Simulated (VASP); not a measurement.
Ba2SeO: single point with r2SCAN

Crystal: Ba2SeO.

```
O Se Ba
1.0
     2.13528    1.23281    7.10328
    -2.13528    1.23281    7.10328
     0.00000   -2.46561    7.10328
O Se Ba
1 1 2
Direct
  0.00000 0.00000 0.00000
  0.50000 0.50000 0.50000
  0.26373 0.26373 0.26373
  0.73627 0.73627 0.73627
```

```
Program             : VASP 6.6.1
Task                : single point
Functional          : r2SCAN
Potentials or basis : VASP PAW PBE potentials, release 64 (O, Se, Ba_sv)
Cutoff              : 520 eV
k mesh              : 8 × 8 × 8
Occupations         : gaussian, width 0.01 eV
Spin                : no spin polarisation
```

```
Pressure               : 0.9 GPa
Largest force          : 0.030 eV/Å
Band gap on the k mesh : 2.00 eV (least direct gap 2.26 eV)
```

Forces in eV/Å, atoms in the order of the input:
```
O    0.000  0.000  0.000
Se   0.000  0.000  0.000
Ba   0.000  0.000 -0.030
Ba   0.000  0.000  0.030
```

Levels at points of the mesh, in eV from the valence-band top:
```
           k point  band 12  band 13  band 14  band 15  band 16  band 17  band 18  band 19  band 20  band 21
(0.00, 0.00, 0.00)    -1.63    -1.63    -0.50     0.00     0.00     3.36     4.08     4.08     4.32     4.66
(0.50, 0.00, 0.00)    -1.44    -1.27    -1.20    -1.00    -0.52     3.08     3.52     5.15     5.94     6.70
(0.50, 0.50, 0.00)    -1.55    -1.51    -0.73    -0.56    -0.26     2.00     5.10     5.60     6.28     6.41
(0.50, 0.50, 0.50)    -1.57    -1.49    -1.49    -0.27    -0.27     3.26     4.68     4.68     5.23     5.40
```

It took 13 min on 1 thread of Intel(R) Xeon(R) 6975P-C (Granite Rapids), on a shared host, peak memory 0.57 GiB.

Caveat: the PAW data sets were made with another functional, which shifts forces and pressure a little; spin-orbit coupling is left out, which moves the levels of the heavy elements. A k mesh can miss the band edges.
